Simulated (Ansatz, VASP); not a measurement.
**One calculation of TiSnS4, two programs**

```xyz
12
Lattice="1.7776 -3.0956 0.0555 -5.2480 -3.0466 0.0464 -0.0170 0.2320 -13.4636" Properties=species:S:1:pos:R:3 pbc="T T T"
Ti   -1.6669   -2.7554  -13.4647
Ti    1.7446   -2.9154  -13.3810
Sn   -1.6922   -2.9560   -6.3227
Sn    1.7039   -3.0087   -6.5414
S    -3.3933   -3.7017  -11.9833
S    -1.6407   -0.8346  -12.2100
S    -3.6469   -1.9823   -1.3881
S    -0.0897   -2.0866   -1.1763
S    -3.5426   -1.8290   -8.3819
S    -0.0597   -2.0818   -8.3638
S    -3.5352   -4.0637   -5.1552
S    -1.6525   -0.8718   -5.3673
```

Change from the starting cell: cell x2, atoms moved at random (sigma 0.15 Å) and cell strained at random (1.5 %), then relaxed without symmetry.

Alike in both runs: task relaxation of cell and atoms; functional PBE; k mesh 4 × 2 × 1; occupations gaussian, width 0.1 eV; no spin polarisation.

|  | VASP | Ansatz |
| --- | --- | --- |
| version | VASP 6.6.1 | Ansatz 0.2.0 |
| potentials or method | VASP PAW PBE potentials, release 64 (Ti_sv, Sn_d, S), cutoff 600 eV | scalar-relativistic, plane waves, PAW |
| valence electrons in the cell | 100 | 100 |

|  | VASP | Ansatz | Ansatz less VASP |
| --- | --- | --- | --- |
| gap on the k mesh at the Fermi level, each at its own relaxed structure (eV) | 0.96 | 0.73 | -0.234 |
| relaxed volume (Å³/atom) | 24.84 | 25.51 | +0.675 |
| relaxed cell length with the largest relative difference (Å) | 13.410 | 13.691 | +0.2809 |

The k mesh is coarse, so the values compare programs but aren't converged.
